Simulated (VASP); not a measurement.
Wanted: the native input for a VASP 6.6.1 run.

- Task: single point
- Functional: LDA
- Potentials or basis: VASP PAW LDA potentials, release 64 (Ni, Si)
- Cutoff: 520 eV
- k mesh: 9 × 8 × 6
- Occupations: fermi-dirac, width 0.05 eV
- Spin: collinear spin, ferromagnetic start
- Starting moments: [1.0, 1.0, 0.0, 0.0] μB
- Dipole correction: no
- Further INCAR settings: ALGO = Normal; EDIFF = 1e-06; NBANDS = 26

The structure of SiNi lies in POSCAR:

```
SiNi
1.0
    2.9427706600      0.0000000000      0.0000000000
    0.0000000000      3.2803255400      0.0000000000
    0.0000000000      0.0000000000      4.6774467600
Ni Si
2 2
Direct
    0.5000000000      0.5000000000      0.3424955900
    0.0000000000      0.0000000000      0.6575044100
    0.5000000000      0.5000000000      0.8431431600
    0.0000000000      0.0000000000      0.1568568400
```

One way to write it, as run:

INCAR

```
SYSTEM = SiNi
PREC = Accurate ; ENCUT = 520
EDIFF = 1E-6 ; ISMEAR = -1
SIGMA = 0.05 ; LREAL = .FALSE.
LASPH = .TRUE. ; NELM = 150
ALGO = Normal ; ISIF = 2
LWAVE = .FALSE. ; LCHARG = .FALSE.
ISPIN = 2 ; MAGMOM = 1 1 0 0
LORBIT = 11 ; LMAXMIX = 4
NBANDS = 26
```

KPOINTS

```
regular mesh
0
G
  9 8 6
  0 0 0
```

Potentials or basis: VASP PAW LDA potentials, release 64 (Ni, Si).

The run is started by

```sh
$ cat potpaw_LDA.64/Ni/POTCAR potpaw_LDA.64/Si/POTCAR > POTCAR
$ mpirun -np 1 vasp_std > vasp.out
```

It gave:

| Property | Result |
| --- | --- |
| Pressure | -4.6 GPa |
| Largest force | 0.240 eV/Å |
| Band gap on the k mesh | zero (filled and empty bands overlap) |
| Net moment | 0.00 μB per cell |
| Valence electrons inside the program's atomic spheres | Ni 9.61; Si 1.63 |

Run time: 4.5 min on 1 thread of Oxide Virtual Turin-like Processor, on a shared host, peak memory 0.23 GiB.
